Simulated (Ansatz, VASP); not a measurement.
# Mg2CdN2 in VASP and in Ansatz

INCAR

```
SYSTEM = Mg2CdN2
PREC = Accurate
ENCUT = 520
EDIFF = 1E-7
ISMEAR = 0
SIGMA = 0.03
LREAL = .False.
LASPH = .True.
NELM = 80
ALGO = Normal
ISIF = 2
LWAVE = .False.
LCHARG = .False.
GGA = PE
NBANDS = 21
```

File KPOINTS:

```
regular mesh
0
Gamma
  12 12 6
  0 0 0
```

File POSCAR:

```
Mg2CdN2
1.0
    3.5528825911      0.0000000000      0.0000000000
   -1.7764412955      3.0768865806      0.0000000000
    0.0000000000      0.0000000000      6.0137501614
Mg Cd N
2 1 2
Direct
    0.6666666667      0.3333333333      0.1534420000
    0.3333333333      0.6666666667      0.8465580000
    0.0000000000      0.0000000000      0.5000000000
    0.6666666667      0.3333333333      0.7722310000
    0.3333333333      0.6666666667      0.2277690000
```

Input for Ansatz:

```yaml
crystal:
  lattice:
    - [3.5528825911, 0.0, 0.0]
    - [-1.7764412955, 3.0768865806, 0.0]
    - [0.0, 0.0, 6.0137501614]
  atoms:
    - { symbol: Mg, position: [0.6666666667, 0.3333333333, 0.153442] }
    - { symbol: Mg, position: [0.3333333333, 0.6666666667, 0.846558] }
    - { symbol: Cd, position: [0.0, 0.0, 0.5] }
    - { symbol: "N", position: [0.6666666667, 0.3333333333, 0.772231] }
    - { symbol: "N", position: [0.3333333333, 0.6666666667, 0.227769] }
basis:
  ecutwfc: 420
kpoints:
  mp_grid: { grid: [12, 12, 6] }
hamiltonian:
  xc: pbe
scf:
  occupations: { method: gaussian, width: 0.03 }
output:
  forces: true
  stress: true
  eigenvalues: true
```

Change from the starting cell: strain +0.0050 x Voigt [0, 0, 1, 0, 0, 0], atoms carried along.

Alike in both runs: task single point; functional PBE; k mesh 12 × 12 × 6; occupations gaussian, width 0.03 eV; no spin polarisation.

|  | VASP | Ansatz |
| --- | --- | --- |
| version | VASP 6.6.1 | Ansatz 0.2.0 |
| potentials or method | VASP PAW PBE potentials, release 64 (Mg, Cd, N), cutoff 520 eV | scalar-relativistic, plane waves, PAW |
| valence electrons in the cell | 26 | 50 |

|  | VASP | Ansatz | Ansatz less VASP |
| --- | --- | --- | --- |
| gap on the k mesh at the Fermi level (eV) | 0.29 | 0.30 | +0.009 |
| least direct gap on the mesh (eV) | 0.64 | 0.64 | +0.003 |
| pressure (GPa) | -0.7 | -0.8 | -0.06 |
| traceless stress, the component that is largest in VASP (GPa) | -0.24 | -0.23 | +0.009 |
| rms of the force components (eV/Å) | 0.013 | 0.017 | +0.0043 |

Atom by atom the forces differ by 0.017 eV/Å (rms over components). With one functional, cell and mesh, what is left measures potentials, basis and numerics. VASP's potentials hold 26 valence electrons a cell and Ansatz's 50, so a difference there can come from the potentials and not from the codes.
